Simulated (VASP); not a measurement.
AlN: single point with r2SCAN

The system is AlN.

```xyz
4
Lattice="3.1831 0.0000 0.0000 -1.5915 2.7566 0.0000 0.0000 0.0000 4.9066" Properties=species:S:1:pos:R:3 pbc="T T T"
Al    0.0000    1.8378    2.4328
Al    1.5915    0.9189    4.8861
N     0.0000    1.8378    4.3383
N     1.5915    0.9189    1.8850
```

| Quantity | Value |
| --- | --- |
| Program | VASP 6.6.1 |
| Task | single point |
| Functional | r2SCAN |
| Potentials or basis | VASP PAW PBE potentials, release 64 (Al, N) |
| Cutoff | 770 eV |
| k mesh | 9 × 9 × 6, shifted |
| Occupations | gaussian, width 0.02 eV |
| Spin | no spin polarisation |
| Dipole correction | no |
| Further INCAR settings | ALGO = Normal; EDIFF = 1e-06; NBANDS = 16; ISYM = -1 |

```
Pressure               : -7.6 GPa
Band gap on the k mesh : 4.86 eV
```

Stress tensor (GPa, compression positive):
```
-11.21   0.00   0.00
  0.00 -11.20   0.00
  0.00   0.00  -0.24
```

Levels at points of the mesh, in eV from the valence-band top:
| k point | band 4 | band 5 | band 6 | band 7 | band 8 | band 9 | band 10 | band 11 | band 12 | band 13 |
| --- | --- | --- | --- | --- | --- | --- | --- | --- | --- | --- |
| (0.06, 0.06, 0.08) | -1.59 | -1.35 | -0.88 | -0.42 | -0.01 | 5.19 | 7.30 | 10.62 | 10.87 | 11.66 |

It took 4.6 min on 4 MPI ranks on Intel(R) Xeon(R) Platinum 8259CL CPU @ 2.50GHz (Skylake/Cascade Lake), on a shared host, peak memory 0.23 GiB a rank.

Caveat: the stress differs along the axes, from -11 to -0 GPa; the PAW data sets were made with another functional, which shifts forces and pressure a little; a shifted mesh leaves out Γ, where band edges can lie. A k mesh can miss the band edges.
